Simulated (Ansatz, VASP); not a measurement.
## Sb in VASP and in Ansatz

```xyz
2
Lattice="2.2151 1.2789 3.6878 -2.2151 1.2789 3.6878 0.0000 -2.5578 3.6878" Properties=species:S:1:pos:R:3 pbc="T T T"
Sb    0.0000    0.0000    2.5849
Sb    0.0000    0.0000    8.4786
```

Change from the starting cell: strain +0.030 along x and y, -0.015 along z, atoms carried along.

Alike in both runs: task single point; functional PBEsol; k mesh 12 × 12 × 12; occupations gaussian, width 0.15 eV; no spin polarisation.

|  | VASP | Ansatz |
| --- | --- | --- |
| version | VASP 6.6.1 | Ansatz 0.2.0 |
| potentials or method | VASP PAW PBE potentials, release 64 (Sb), cutoff 520 eV | scalar-relativistic, plane waves, PAW |
| valence electrons in the cell | 10 | 30 |

VASP gave:

- gap on the k mesh at the Fermi level (eV): none
- pressure (GPa): -2.2
- traceless stress, the component that is largest in VASP (GPa): 1.15
- rms of the force components (eV/Å): 0.040

Question: What did Ansatz give for the same quantities?

Answer: gap on the k mesh at the Fermi level (eV): none; pressure (GPa): -2.3; traceless stress, the component that is largest in VASP (GPa): 1.20; rms of the force components (eV/Å): 0.016.

VASP's potentials were made for PBE, not for PBEsol. Atom by atom the forces differ by 0.024 eV/Å (rms over components). A gap of «none» marks a metal or a gap that the smearing closes. VASP's potentials hold 10 valence electrons a cell and Ansatz's 30, so a difference there can come from the potentials and not from the codes.

Spin-orbit coupling is off throughout.
